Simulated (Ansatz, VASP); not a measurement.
BaS in VASP and in Ansatz

File INCAR:

```
SYSTEM = BaS
ALGO     = Normal         ! electronic algorithm
EDIFF    = 1E-7           ! SCF threshold, eV
ENCUT    = 520            ! plane-wave cutoff, eV
GGA      = PE             ! functional
ISIF     = 2              ! what is computed and relaxed
ISMEAR   = -1             ! smearing method
LASPH    = .TRUE.         ! aspherical terms in the spheres
LCHARG   = .TRUE.         ! write CHGCAR
LELF     = .TRUE.         ! ELF
LREAL    = .FALSE.        ! projectors in reciprocal space
LVHAR    = .TRUE.       
LWAVE    = .FALSE.        ! write WAVECAR
NBANDS   = 15             ! bands
NELM     = 60             ! most SCF steps
PREC     = Accurate       ! precision mode
SIGMA    = 0.02           ! smearing width, eV
```

Contents of KPOINTS:

```
k-points
0
G
  8 8 8
  0 0 0
```

POSCAR

```
BaS
1.0
    0.0000000000      3.1937500000      3.1937500000
    3.1937500000      0.0000000000      3.1937500000
    3.1937500000      3.1937500000      0.0000000000
Ba S
1 1
Direct
    0.0000000000      0.0000000000      0.0000000000
    0.5000000000      0.5000000000      0.5000000000
```

Input for Ansatz:

```yaml
crystal:
  lattice:
    - [0.0, 3.19375, 3.19375]
    - [3.19375, 0.0, 3.19375]
    - [3.19375, 3.19375, 0.0]
  atoms:
    - { symbol: Ba, position: [0.0, 0.0, 0.0] }
    - { symbol: S, position: [0.5, 0.5, 0.5] }
kpoints:
  mp_grid: { grid: [8, 8, 8] }
scf:
  occupations: { method: fermi_dirac, width: 0.02 }
hamiltonian:
  xc: pbe
  pseudopotentials:
    kind: all_electron
    lapw: { basis_error: 0.00025 }
    dirac_shells: { Ba: ["3p", "3d"] }
output:
  forces: true
  stress: true
  eigenvalues: true
```

Alike in both runs: task single point; functional PBE; k mesh 8 × 8 × 8; occupations fermi-dirac, width 0.02 eV; no spin polarisation.

|  | VASP | Ansatz |
| --- | --- | --- |
| version | VASP 6.6.1 | Ansatz 0.2.0 |
| potentials or method | VASP PAW PBE potentials, release 64 (Ba_sv, S), cutoff 520 eV | all-electron LAPW, scalar-relativistic |

Ansatz gave:

```
gap on the k mesh at the Fermi level (eV) : 2.21
pressure (GPa)                            : 0.8
```

Question: Estimate VASP's values.

Answer: gap on the k mesh at the Fermi level (eV): 2.11; pressure (GPa): 1.4.

Ansatz ran all-electron here, and VASP with PAW potentials.

Spin-orbit coupling is off throughout.
